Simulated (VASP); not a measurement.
# CaSe in VASP: notebook

The runs below take CaSe through single point, relaxation of cell and atoms, with r2SCAN.

Program: VASP 6.6.1. These are calculated values, not measurements. Logs are shortened: lines on timing, memory, paths and dates and some standing lists are left out, and cuts for length are marked.

### Step 1. The cell of the first run

The structure is tetragonal, space group I4/mmm (No. 139). Conventional cell: a = 4.238 Å, b = 4.238 Å, c = 5.915 Å, α = 90.00°, β = 90.00°, γ = 90.00°. Ca (site symmetry 4/mmm) has 6 Se at 2.96 to 3.00 Å within 3.9 Å. Se (site symmetry 4/mmm) has 6 Ca at 2.96 to 3.00 Å within 3.9 Å.

### Step 2. Single point, r2SCAN (in-plane strain +0.01, then relaxed in part)

File POSCAR:

```
CaSe
1.0
    2.9970537587      2.9970537587      0.0000000000
   -2.9970537587      2.9970537587      0.0000000000
    0.0000000000      2.9970537587      2.9576555919
Ca Se
1 1
Direct
    0.0000000000      0.0000000000      0.0000000000
    0.5000000000      0.5000000000      0.0000000000
```

File INCAR.step1:

```
SYSTEM = CaSe
ALGO = Normal
EDIFF = 1E-4
ENCUT = 520
GGA = PE
ISMEAR = 0
LASPH = .True.
LCHARG = .False.
LREAL = .False.
LWAVE = .True.
NBANDS = 15
NELM = 60
PREC = Accurate
SIGMA = 0.01
```

File INCAR.step2:

```
SYSTEM = CaSe
ALGO = Normal
EDIFF = 1E-6
ENCUT = 520
ISIF = 2
ISMEAR = 0
ISTART = 1
LASPH = .True.
LCHARG = .False.
LMIXTAU = .True.
LREAL = .False.
LWAVE = .False.
METAGGA = R2SCAN
NBANDS = 15
NELM = 60
PREC = Accurate
SIGMA = 0.01
```

File KPOINTS:

```
k-points
0
Gamma
  8 8 8
  0 0 0
```

Potentials or basis: VASP PAW PBE potentials, release 64 (Ca_sv, Se).

Command:

```bash
cat potpaw_PBE.64/Ca_sv/POTCAR potpaw_PBE.64/Se/POTCAR > POTCAR
cp INCAR.step1 INCAR
mpirun -np 1 vasp_std > vasp.out
cp INCAR.step2 INCAR
mpirun -np 1 vasp_std > vasp.out
```

OUTCAR:

```text
SYSTEM = CaSe
   EDIFF = 1E-6
   ENCUT = 520
   ISIF = 2
   ISMEAR = 0
   ISTART = 1
   LASPH = .True.
   LREAL = .False.
   METAGGA = R2SCAN
   NELM = 60
   PREC = Accurate

 ion  position               nearest neighbor table
   1  0.000  0.000  0.000-   2 2.96   2 2.96
   2  0.500  0.500  0.000-   1 2.96   1 2.96

  LATTYP: Found a body centered tetragonal cell.
 ALAT       =     4.2384740727
 C/A-ratio  =     1.3956228308

  Lattice vectors:

 A1 = (   2.9970537587,   0.0000000000,  -2.9576555919)
 A2 = (  -2.9970537587,   0.0000000000,  -2.9576555919)
 A3 = (   0.0000000000,   2.9970537587,   2.9576555919)

Analysis of symmetry for initial positions (statically):
=====================================================================
 Subroutine PRICEL returns:
 Original cell was already a primitive cell.

 Routine SETGRP: Setting up the symmetry group for a
 body centered tetragonal supercell.

 Subroutine GETGRP returns: Found 16 space group operations
 (whereof 16 operations were pure point group operations)
 out of a pool of 16 trial point group operations.

The static configuration has the point symmetry D_4h.

Analysis of symmetry for dynamics (positions and initial velocities):
=====================================================================
 Subroutine PRICEL returns:
 Original cell was already a primitive cell.

 Routine SETGRP: Setting up the symmetry group for a
 body centered tetragonal supercell.

 Subroutine GETGRP returns: Found 16 space group operations
 (whereof 16 operations were pure point group operations)
 out of a pool of 16 trial point group operations.

The dynamic configuration has the point symmetry D_4h.

 Subroutine INISYM returns: Found 16 space group operations
 (whereof 16 operations are pure point group operations),
 and found     1 'primitive' translations

----------------------------------------------------------------------------------------

                                     Primitive cell

  volume of cell :      53.1333

  direct lattice vectors                    reciprocal lattice vectors
     2.997053759  2.997053759  0.000000000     0.166830508  0.166830508 -0.169052814
    -2.997053759  2.997053759  0.000000000    -0.166830508  0.166830508 -0.169052814
     0.000000000  2.997053759  2.957655592     0.000000000  0.000000000  0.338105628

  length of vectors
     4.238474073  4.238474073  4.210707522     0.290247636  0.290247636  0.338105628
[... 90 lines left out ...]
   TEBEG  =    0.0;   TEEND  =   0.0 temperature during run
   PSTRESS=    0.0 pullay stress
   NELECT =      16.0000    total number of electrons
   NUPDOWN=      -1.0000    fix difference up-down
   EMIN   =  10.00;   EMAX   =-10.00  energy-range for DOS
   EFERMI =   0.00;   METHOD = LEGACY
   ISMEAR =     0;   SIGMA  =   0.01  broadening in eV -4-tet -1-fermi 0-gaus
   EFERMI_NEDOS =   21; number of points for ismear=-14 and -15
   IALGO  =     38    algorithm
   IMIX   =      4    mixing-type and parameters
     AMIX     =   0.40;   BMIX     =  1.00
     AMIX_MAG =   1.60;   BMIX_MAG =  1.00
  volume/ion in A,a.u.               =      26.57       179.28
  Fermi-wavevector in a.u.,A,eV,Ry     =   1.097301  2.073599 16.382372  1.204070
  Thomas-Fermi vector in A             =   2.233659
   LORBIT       =      0    0 simple, 1 ext, 2 COOP (PROOUT), +10 PAW based schemes
   METAGGA = R2SCAN    functional components
   LHFCALC =     F    Hartree Fock is set to
   AEXX    =    0.0000 exact exchange contribution
   IVDW    =     0    specifies the selected vdW correction
   LEPSILON=     F    determine dielectric tensor
   LRPA    =     F    only Hartree local field effects (RPA)
 non-spin polarized calculation
 Gauss-broadening in eV      SIGMA  =   0.01
  energy-cutoff  :      520.00
  volume of cell :       53.13
 maximum number of plane-waves:      1442
   NGX = 15   NGY = 15   NGZ = 15

 number of electron      15.9999997 magnetization

 Free energy of the ion-electron system (eV)
  ---------------------------------------------------
  ext. energy  EPLUGINS =         0.00000000
  ---------------------------------------------------
  free energy    TOTEN  =       -25.97645905 eV

  energy without entropy =      -25.97645905  energy(sigma->0) =      -25.97645905

 E-fermi :   2.1026     XC(G=0):  -9.4618

 val. band max:        2.0060678164   @ k =   0.0000   0.0000   0.0000
 cond. band min:       4.5521011810   @ k =   0.0000   0.0000   0.5000
 fundamental gap:      2.5460333646
 Fermi energy:         2.1026201093

 k-point     1 :       0.0000    0.0000    0.0000
  band No.  band energies     occupation
      1     -39.3770      2.00000
      2     -19.4848      2.00000
      3     -19.4848      2.00000
      4     -19.4805      2.00000
      5     -10.0989      2.00000
      6       2.0017      2.00000
      7       2.0017      2.00000
      8       2.0061      2.00000
      9       5.9772      0.00000
     10       6.2097      0.00000
     11       6.2097      0.00000
     12       6.2951      0.00000
     13       6.7898      0.00000
     14       6.8450      0.00000
[... 401 lines left out ...]
      2     -19.5465      2.00000
      3     -19.4961      2.00000
      4     -19.4882      2.00000
      5      -9.6640      2.00000
      6      -0.2747      2.00000
      7       1.0823      2.00000
      8       1.1198      2.00000
      9       6.5635      0.00000
     10       7.0198      0.00000
     11       7.6883      0.00000
     12       7.7262      0.00000
     13       8.8015      0.00000
     14       9.1882      0.00000
     15      11.9652      0.00000

 [... further k-points ...]

------------------------ aborting loop because EDIFF is reached ----------------------------------------

  FORCE on cell =-STRESS in cart. coord.  units (eV):
  Direction    XX          YY          ZZ          XY          YZ          ZX
  --------------------------------------------------------------------------------------
  -------------------------------------------------------------------------------------
  Total       -0.3330320     -0.3330320      0.0763951      0.0000000      0.0000000      0.0000000
  in kB      -10.0422250    -10.0422250      2.3036135      0.0000000      0.0000000      0.0000000
  external PRESSURE =      -5.9269455 kB  Pullay stress =       0.0000000 kB

 VOLUME and BASIS-vectors are now :
 -----------------------------------------------------------------------------
  energy-cutoff  :      520.00
  volume of cell :       53.13
      direct lattice vectors                 reciprocal lattice vectors
     2.997053759  2.997053759  0.000000000     0.166830508  0.166830508 -0.169052814
    -2.997053759  2.997053759  0.000000000    -0.166830508  0.166830508 -0.169052814
     0.000000000  2.997053759  2.957655592     0.000000000  0.000000000  0.338105628

 POSITION                                       TOTAL-FORCE (eV/Angst)
 -----------------------------------------------------------------------------------
      0.00000      0.00000      0.00000        -0.000000     -0.000000      0.000000
      0.00000      2.99705      0.00000         0.000000      0.000000      0.000000
 -----------------------------------------------------------------------------------
    total drift:                                0.000000     -0.000000     -0.000000

  FREE ENERGIE OF THE ION-ELECTRON SYSTEM (eV)
  ---------------------------------------------------
  free  energy   TOTEN  =       -25.9764590489 eV

  energy  without entropy=      -25.9764590489  energy(sigma->0) =      -25.97645905
```

It took 76 s on 1 thread of Intel Xeon 6975P-C (Granite Rapids), shared host; peak memory 0.21 GiB.

What came out:

```yaml
Free_energy: -25.9765 eV
Pressure: -0.6 GPa
Band_gap_on_the_k_mesh: 2.55 eV (least direct gap 3.45 eV)
```

Caveat: the cell differs from its parent crystal (in-plane strain +0.01, then relaxed in part); the PAW data sets were made with another functional, which shifts forces and pressure a little. A k mesh can miss the band edges.

### Step 3. Single point, r2SCAN (film at in-plane strain +0.01)

Edit POSCAR of step 2 so:

```diff
@@ -4,3 +4,3 @@
    -2.9970537587      2.9970537587      0.0000000000
-    0.0000000000      2.9970537587      2.9576555919
+    0.0000000000      2.9970537587      2.9576555920
 Ca Se
```

File INCAR.step1:

```
PREC = Accurate
ENCUT = 520
ISMEAR = 0
SIGMA = 0.01
LREAL = F
LASPH = T
NELM = 60
NBANDS = 15
GGA = PE
ALGO = Normal
EDIFF = 1E-4
LWAVE = T
LCHARG = F
```

File INCAR.step2:

```
PREC = Accurate
ENCUT = 520
EDIFF = 1E-7
ISMEAR = 0
SIGMA = 0.01
LREAL = F
LASPH = T
NELM = 60
ALGO = Normal
ISIF = 2
LWAVE = F
LCHARG = F
METAGGA = R2SCAN
LMIXTAU = T
NBANDS = 15
ISTART = 1
```

File KPOINTS:

```
Automatic mesh
0
Gamma
  8 8 8
```

Potentials or basis: VASP PAW PBE potentials, release 64 (Ca_sv, Se).

Command:

```bash
cat potpaw_PBE.64/Ca_sv/POTCAR potpaw_PBE.64/Se/POTCAR > POTCAR
cp INCAR.step1 INCAR
mpirun -np 1 vasp_std > vasp.out
cp INCAR.step2 INCAR
mpirun -np 1 vasp_std > vasp.out
```

Wall time 97 s (1 thread of Intel Xeon 6975P-C (Granite Rapids), shared host); peak memory 0.21 GiB.

Results (log left out):

- Free energy: -25.9765 eV
- Pressure: -0.6 GPa
- Band gap on the k mesh: 2.55 eV (least direct gap 3.45 eV)

Stress tensor (GPa, compression positive):
```
-1.00  0.00  0.00
 0.00 -1.00  0.00
 0.00  0.00  0.23
```

Levels at points of the mesh, in eV from the valence-band top:
| k point | band 5 | band 6 | band 7 | band 8 | band 9 | band 10 | band 11 | band 12 |
| --- | --- | --- | --- | --- | --- | --- | --- | --- |
| (0.00, 0.00, 0.00) | -12.11 | 0.00 | 0.00 | 0.00 | 3.97 | 4.20 | 4.20 | 4.29 |
| (0.50, 0.00, 0.00) | -11.43 | -3.18 | -1.14 | -1.14 | 5.07 | 6.01 | 6.04 | 6.06 |
| (0.50, 0.50, 0.00) | -11.54 | -2.49 | -0.93 | -0.89 | 2.55 | 5.54 | 5.71 | 6.54 |
| (0.00, 0.00, 0.50) | -11.52 | -2.45 | -0.96 | -0.96 | 2.55 | 5.59 | 5.67 | 6.56 |

Caveat: the cell differs from its parent crystal (film at in-plane strain +0.01); the PAW data sets were made with another functional, which shifts forces and pressure a little. A k mesh can miss the band edges.

(Continued in part 2 of 3.)
